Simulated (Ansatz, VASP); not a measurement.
CuO2 in VASP and in Ansatz

The input POSCAR:

```
CuO2
1.0
    1.4126150000     -5.2107470000      0.0000000000
    1.4126150000      5.2107470000      0.0000000000
    0.0000000000      0.0000000000      4.3434240000
Cu O
2 4
Direct
    0.1672530000      0.8327470000      0.7500000000
    0.8327470000      0.1672530000      0.2500000000
    0.7889700000      0.2110300000      0.7500000000
    0.2110300000      0.7889700000      0.2500000000
    0.5514860000      0.4485140000      0.7500000000
    0.4485140000      0.5514860000      0.2500000000
```

The input INCAR.step1:

```
SYSTEM = CuO2
PREC = Accurate ; ENCUT = 520
ISMEAR = -1 ; SIGMA = 0.05
LREAL = .FALSE. ; LASPH = .TRUE.
NELM = 60 ; NBANDS = 32
GGA = PE ; ALGO = Normal
EDIFF = 1E-4 ; LWAVE = .TRUE.
LCHARG = .FALSE.
```

File INCAR.step2:

```
SYSTEM = CuO2
PREC = Accurate ; ENCUT = 520
EDIFF = 1E-6 ; ISMEAR = -1
SIGMA = 0.05 ; LREAL = .FALSE.
LASPH = .TRUE. ; NELM = 60
ALGO = Normal ; ISIF = 2
LWAVE = .FALSE. ; LCHARG = .TRUE.
METAGGA = R2SCAN ; LMIXTAU = .TRUE.
LELF = .TRUE. ; LVHAR = .TRUE.
NBANDS = 32 ; ISTART = 1
```

KPOINTS

```
Automatic mesh
0
G
  10 10 6
  0 0 0
```

input.yaml

```yaml
crystal:
  lattice:
    - [1.412615, -5.210747, 0.0]
    - [1.412615, 5.210747, 0.0]
    - [0.0, 0.0, 4.343424]
  atoms:
    - { symbol: Cu, position: [0.167253, 0.832747, 0.75] }
    - { symbol: Cu, position: [0.832747, 0.167253, 0.25] }
    - { symbol: O, position: [0.78897, 0.21103, 0.75] }
    - { symbol: O, position: [0.21103, 0.78897, 0.25] }
    - { symbol: O, position: [0.551486, 0.448514, 0.75] }
    - { symbol: O, position: [0.448514, 0.551486, 0.25] }
hamiltonian:
  xc: r2scan
  pseudopotentials: { kind: paw }
kpoints:
  mp_grid: { grid: [10, 10, 6] }
  band_path:
    path:
      - [[0.0, 0.0, 0.0], [0.2683733209, 0.2683733209, 0.0], [0.0, 0.5, 0.0], [0.0, 0.5, 0.5], [0.2683733209, 0.2683733209, 0.5], [0.0, 0.0, 0.5], [0.0, 0.0, 0.0], [-0.5, 0.5, 0.0], [-0.2683733209, 0.7316266791, 0.0], [-0.2683733209, 0.7316266791, 0.5], [-0.5, 0.5, 0.5], [-0.5, 0.5, 0.0]]
      - [[0.0, 0.0, 0.5], [-0.5, 0.5, 0.5]]
    npoints: 14
scf:
  occupations: { method: fermi_dirac, width: 0.05 }
  n_extra_bands: 15
output:
  forces: true
  stress: true
  eigenvalues: true
  fatbands: false
```

Alike in both runs: functional r2SCAN; k mesh 10 × 10 × 6; occupations fermi-dirac, width 0.05 eV; no spin polarisation.

|  | VASP | Ansatz |
| --- | --- | --- |
| version | VASP 6.6.1 | Ansatz 0.2.0 |
| potentials or method | VASP PAW PBE potentials, release 64 (Cu, O) | Ansatz PAW |
| plane-wave cutoff (eV) | 520 | 500 |
| valence electrons in the cell | 46 | 62 |
| task | single point | band structure |

VASP gave:

- gap on the k mesh at the Fermi level (eV): none
- pressure (GPa): -8.0
- traceless stress, the component that is largest in VASP (GPa): -2.28
- rms of the force components (eV/Å): 0.163

Question: Which values does Ansatz return?

Answer: gap on the k mesh at the Fermi level (eV): none; pressure (GPa): -9.3; traceless stress, the component that is largest in VASP (GPa): -3.76; rms of the force components (eV/Å): 0.233.

VASP's potentials were made for PBE, not for r2SCAN. Atom by atom the forces differ by 0.079 eV/Å (rms over components). A gap of «none» marks a metal or a gap that the smearing closes. VASP's potentials hold 46 valence electrons a cell and Ansatz's 62, so a difference there can come from the potentials and not from the codes.
